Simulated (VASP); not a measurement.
# Mo (Fd-3m) in VASP: single point with PBEsol

Aim: the single point of Mo with PBEsol.

All numbers are computed with VASP 6.6.1; they aren't measurements. Logs are shortened: lines on timing, memory, paths and dates and some standing lists are left out, and cuts for length are marked.

**1. The cell of the first run**

Symmetry: Fd-3m, No. 227, cubic system. Conventional cell: a = 5.616 Å, b = 5.616 Å, c = 5.616 Å, α = 90.00°, β = 90.00°, γ = 90.00°. Mo (site symmetry -43m) has 4 Mo at 2.43 Å within 3.2 Å.

**2. Single point, PBEsol**

Input file INCAR:

```
SYSTEM = Mo
PREC = Accurate
ENCUT = 500
EDIFF = 1E-6
ISMEAR = -1
SIGMA = 0.13605693000000002
LREAL = .FALSE.
LASPH = .TRUE.
NELM = 120
ALGO = Normal
ISIF = 2
LWAVE = .FALSE.
LCHARG = .FALSE.
GGA = PS
NBANDS = 21
GGA_COMPAT = .FALSE.
```

Input file KPOINTS:

```
regular mesh
0
G
  8 8 8
  0 0 0
```

Input file POSCAR:

```
Mo
1.0
    0.0000000000      2.8078859324      2.8078859324
    2.8078859324      0.0000000000      2.8078859324
    2.8078859324      2.8078859324      0.0000000000
Mo
2
Direct
    0.0000000000      0.0000000000      0.0000000000
    0.2500000000      0.2500000000      0.2500000000
```

Potentials or basis: VASP PAW PBE potentials, release 64 (Mo_sv).

Launch:

```bash
cat potpaw_PBE.64/Mo_sv/POTCAR > POTCAR
mpirun -np 1 vasp_std > vasp.out
```

OUTCAR:

```text
SYSTEM = Mo
   PREC = Accurate
   ENCUT = 500
   EDIFF = 1E-6
   ISMEAR = -1
   LREAL = .FALSE.
   LASPH = .TRUE.
   NELM = 120
   ISIF = 2
   GGA = PS

 ion  position               nearest neighbor table
   1  0.000  0.000  0.000-   2 2.43   2 2.43   2 2.43   2 2.43
   2  0.250  0.250  0.250-   1 2.43   1 2.43   1 2.43   1 2.43

  LATTYP: Found a face centered cubic cell.
 ALAT       =     5.6157718648

  Lattice vectors:

 A1 = (   0.0000000000,   2.8078859324,   2.8078859324)
 A2 = (   2.8078859324,   0.0000000000,   2.8078859324)
 A3 = (   2.8078859324,   2.8078859324,   0.0000000000)

Analysis of symmetry for initial positions (statically):
=====================================================================
 Subroutine PRICEL returns:
 Original cell was already a primitive cell.

 Routine SETGRP: Setting up the symmetry group for a
 face centered cubic supercell.

 Subroutine GETGRP returns: Found 48 space group operations
 (whereof 24 operations were pure point group operations)
 out of a pool of 48 trial point group operations.

The static configuration has the point symmetry T_d .
 The point group associated with its full space group is O_h .

Analysis of symmetry for dynamics (positions and initial velocities):
=====================================================================
 Subroutine PRICEL returns:
 Original cell was already a primitive cell.

 Routine SETGRP: Setting up the symmetry group for a
 face centered cubic supercell.

 Subroutine GETGRP returns: Found 48 space group operations
 (whereof 24 operations were pure point group operations)
 out of a pool of 48 trial point group operations.

The dynamic configuration has the point symmetry T_d .
 The point group associated with its full space group is O_h .

 Subroutine INISYM returns: Found 48 space group operations
 (whereof 24 operations are pure point group operations),
 and found     1 'primitive' translations

----------------------------------------------------------------------------------------

                                     Primitive cell

  volume of cell :      44.2760

  direct lattice vectors                    reciprocal lattice vectors
     0.000000000  2.807885932  2.807885932    -0.178069912  0.178069912  0.178069912
     2.807885932  0.000000000  2.807885932     0.178069912 -0.178069912  0.178069912
     2.807885932  2.807885932  0.000000000     0.178069912  0.178069912 -0.178069912

  length of vectors
     3.970950367  3.970950367  3.970950367     0.308426134  0.308426134  0.308426134

  position of ions in fractional coordinates (direct lattice)
     0.000000000  0.000000000  0.000000000
     0.250000000  0.250000000  0.250000000

  ion indices of the primitive-cell ions
   primitive index   ion index
                 1           1
                 2           2

----------------------------------------------------------------------------------------

 KPOINTS: regular mesh

Automatic generation of k-mesh.
 Grid dimensions read from file:
 generate k-points for:    8    8    8

 Generating k-lattice:

  Cartesian coordinates                     Fractional coordinates (reciprocal lattice)
    -0.022258739  0.022258739  0.022258739     0.125000000  0.000000000  0.000000000
     0.022258739 -0.022258739  0.022258739     0.000000000  0.125000000  0.000000000
     0.022258739  0.022258739 -0.022258739     0.000000000  0.000000000  0.125000000

  Length of vectors
     0.038553267  0.038553267  0.038553267

  Shift w.r.t. Gamma in fractional coordinates (k-lattice)
     0.000000000  0.000000000  0.000000000

 Subroutine IBZKPT returns following result:
 ===========================================

 Found     29 irreducible k-points:

 Following reciprocal coordinates:
            Coordinates               Weight
  0.000000  0.000000  0.000000      1.000000
  0.125000  0.000000  0.000000      8.000000
  0.250000  0.000000  0.000000      8.000000
  0.375000  0.000000  0.000000      8.000000
  0.500000  0.000000  0.000000      4.000000
  0.125000  0.125000  0.000000      6.000000
[... 16 lines left out ...]
  0.500000  0.250000  0.125000     48.000000
 -0.375000  0.250000  0.125000     24.000000
 [... further k-points ...]
   k-points           NKPTS =     29   k-points in BZ     NKDIM =     29   number of bands    NBANDS=     21
   number of dos      NEDOS =    301   number of ions     NIONS =      2
   total plane-waves  NPLWV =  27000
   dimension x,y,z NGX =    30 NGY =   30 NGZ =   30
   dimension x,y,z NGXF=    60 NGYF=   60 NGZF=   60
   ions per type =               2
   NGX,Y,Z   is equivalent  to a cutoff of  12.56, 12.56, 12.56 a.u.
   NGXF,Y,Z  is equivalent  to a cutoff of  25.12, 25.12, 25.12 a.u.
 SYSTEM =  Mo
   PREC   = accura    normal or accurate (medium, high low for compatibility)
   ISTART =      0    job   : 0-new  1-cont  2-samecut
   ICHARG =      2    charge: 1-file 2-atom 10-const
   ISPIN  =      1    spin polarized calculation?
   LNONCOLLINEAR =      F non collinear calculations
   LSORBIT =      F    spin-orbit coupling
   LASPH  =      T    aspherical Exc in radial PAW
   ENCUT  =  500.0 eV  36.75 Ry    6.06 a.u.   7.24  7.24  7.24*2*pi/ulx,y,z
   NELM   =    120;   NELMIN=  2; NELMDL= -5     # of ELM steps
   EDIFF  = 0.1E-05   stopping-criterion for ELM
   LREAL  =      F    real-space projection
   EDIFFG = 0.1E-04   stopping-criterion for IOM
   NSW    =      0    number of steps for IOM
   IBRION =     -1    ionic relax: 0-MD 1-quasi-New 2-CG
   NFREE  =      0    steps in history (QN), initial steepest desc. (CG)
   ISIF   =      2    stress and relaxation
   ISYM   =      2    0-nonsym 1-usesym 2-fastsym
   POTIM  = 0.5000    time-step for ionic-motion
   TEBEG  =    0.0;   TEEND  =   0.0 temperature during run
   PSTRESS=    0.0 pullay stress
   NELECT =      28.0000    total number of electrons
   NUPDOWN=      -1.0000    fix difference up-down
   EMIN   =  10.00;   EMAX   =-10.00  energy-range for DOS
   EFERMI =   0.00;   METHOD = LEGACY
   ISMEAR =    -1;   SIGMA  =   0.14  broadening in eV -4-tet -1-fermi 0-gaus
   EFERMI_NEDOS =   21; number of points for ismear=-14 and -15
   IALGO  =     38    algorithm
   IMIX   =      4    mixing-type and parameters
     AMIX     =   0.40;   BMIX     =  1.00
     AMIX_MAG =   1.60;   BMIX_MAG =  1.00
  volume/ion in A,a.u.               =      22.14       149.39
  Fermi-wavevector in a.u.,A,eV,Ry     =   1.405200  2.655442 26.865876  1.974586
  Thomas-Fermi vector in A             =   2.527685
   LORBIT       =      0    0 simple, 1 ext, 2 COOP (PROOUT), +10 PAW based schemes
   GGA     = PS    functional components
   LHFCALC =     F    Hartree Fock is set to
   AEXX    =    0.0000 exact exchange contribution
   IVDW    =     0    specifies the selected vdW correction
   LEPSILON=     F    determine dielectric tensor
   LRPA    =     F    only Hartree local field effects (RPA)
 non-spin polarized calculation
  energy-cutoff  :      500.00
  volume of cell :       44.28
 maximum number of plane-waves:      1158
 NGX is ok and might be reduce to    30
   NGX = 15   NGY = 15   NGZ = 15

 number of electron      28.0000002 magnetization

 Free energy of the ion-electron system (eV)
  ---------------------------------------------------
  ext. energy  EPLUGINS =         0.00000000
  ---------------------------------------------------
  free energy    TOTEN  =       -18.86720637 eV

  energy without entropy =      -18.70259864  energy(sigma->0) =      -18.78490251

 E-fermi :   7.1488     XC(G=0): -11.2080

 val. band max:        7.1311481276   @ k =   0.3750   0.0000   0.0000
 cond. band min:       7.1678080120   @ k =  -0.3750   0.5000   0.1250
 fundamental gap:      0.0366598844
 Fermi energy:         7.1488219167

 k-point     1 :       0.0000    0.0000    0.0000
  band No.  band energies     occupation
      1     -53.2463      2.00000
      2     -52.4684      2.00000
      3     -27.6938      2.00000
      4     -27.6938      2.00000
      5     -27.6938      2.00000
      6     -26.4725      2.00000
[... 13 lines left out ...]
     20      18.6069      0.00000
     21      19.4034      0.00000

 k-point     2 :       0.1250    0.0000    0.0000
  band No.  band energies     occupation
      1     -53.2250      2.00000
      2     -52.4913      2.00000
      3     -27.7172      2.00000
      4     -27.7172      2.00000
      5     -27.6927      2.00000
      6     -26.4730      2.00000
[... 13 lines left out ...]
     20      17.6401      0.00000
     21      19.4543      0.00000

 k-point     3 :       0.2500    0.0000    0.0000
  band No.  band energies     occupation
      1     -53.1674      2.00000
      2     -52.5527      2.00000
      3     -27.7701      2.00000
      4     -27.7701      2.00000
      5     -27.6916      2.00000
      6     -26.4723      2.00000
[... 13 lines left out ...]
     20      16.0621      0.00000
     21      17.3649      0.00000

 k-point     4 :       0.3750    0.0000    0.0000
  band No.  band energies     occupation
      1     -53.0950      2.00000
      2     -52.6289      2.00000
      3     -27.8189      2.00000
      4     -27.8189      2.00000
      5     -27.6927      2.00000
      6     -26.4688      2.00000
[... 13 lines left out ...]
     20      13.3509      0.00000
     21      17.0904      0.00000

 k-point     5 :       0.5000    0.0000    0.0000
  band No.  band energies     occupation
      1     -53.0570      2.00000
      2     -52.6686      2.00000
      3     -27.8380      2.00000
      4     -27.8380      2.00000
      5     -27.6938      2.00000
      6     -26.4665      2.00000
[... 13 lines left out ...]
     20      12.0031      0.00000
     21      17.0529      0.00000
[... 382 lines left out ...]
     20      12.2820      0.00000
     21      12.5773      0.00000

 k-point    22 :       0.3750    0.2500    0.1250
  band No.  band energies     occupation
      1     -53.1154      2.00000
      2     -52.6076      2.00000
      3     -27.8897      2.00000
      4     -27.8318      2.00000
      5     -27.5359      2.00000
      6     -26.6300      2.00000
[... 13 lines left out ...]
     20      15.7870      0.00000
     21      15.9411      0.00000

 k-point    23 :       0.5000    0.2500    0.1250
  band No.  band energies     occupation
      1     -53.0425      2.00000
      2     -52.6836      2.00000
      3     -27.9541      2.00000
      4     -27.8745      2.00000
      5     -27.4647      2.00000
      6     -26.6947      2.00000
[... 13 lines left out ...]
     20      13.3005      0.00000
     21      15.2807      0.00000

 k-point    24 :      -0.3750    0.2500    0.1250
  band No.  band energies     occupation
      1     -53.0010      2.00000
      2     -52.7263      2.00000
      3     -27.9769      2.00000
      4     -27.8943      2.00000
      5     -27.4324      2.00000
      6     -26.7235      2.00000
[... 13 lines left out ...]
     20      11.9680      0.00000
     21      15.2478      0.00000

 [... further k-points ...]

------------------------ aborting loop because EDIFF is reached ----------------------------------------

  FORCE on cell =-STRESS in cart. coord.  units (eV):
  Direction    XX          YY          ZZ          XY          YZ          ZX
  --------------------------------------------------------------------------------------
  -------------------------------------------------------------------------------------
  Total        0.1436606      0.1436606      0.1436606      0.0000000      0.0000000     -0.0000000
  in kB        5.1985235      5.1985235      5.1985235      0.0000000      0.0000000     -0.0000000
  external PRESSURE =       5.1985235 kB  Pullay stress =       0.0000000 kB

 VOLUME and BASIS-vectors are now :
 -----------------------------------------------------------------------------
  energy-cutoff  :      500.00
  volume of cell :       44.28
      direct lattice vectors                 reciprocal lattice vectors
     0.000000000  2.807885932  2.807885932    -0.178069912  0.178069912  0.178069912
     2.807885932  0.000000000  2.807885932     0.178069912 -0.178069912  0.178069912
     2.807885932  2.807885932  0.000000000     0.178069912  0.178069912 -0.178069912

 POSITION                                       TOTAL-FORCE (eV/Angst)
 -----------------------------------------------------------------------------------
      0.00000      0.00000      0.00000        -0.000000     -0.000000     -0.000000
      1.40394      1.40394      1.40394         0.000000      0.000000      0.000000
 -----------------------------------------------------------------------------------
    total drift:                                0.000000     -0.000000      0.000000

  FREE ENERGIE OF THE ION-ELECTRON SYSTEM (eV)
  ---------------------------------------------------
  free  energy   TOTEN  =       -18.8672063681 eV

  energy  without entropy=      -18.7025986443  energy(sigma->0) =      -18.78490251
```

It took 40 s on 1 thread of Intel Xeon 8259CL, shared host; peak memory 0.17 GiB.

What came out:

```
Free energy            : -18.8672 eV
Pressure               : 0.5 GPa
Band gap on the k mesh : zero (band 14 reaches 7.42 eV, above the bottom of band 15 at 7.03 eV)
```

Caveat: the PAW data sets were made with another functional, which shifts forces and pressure a little.
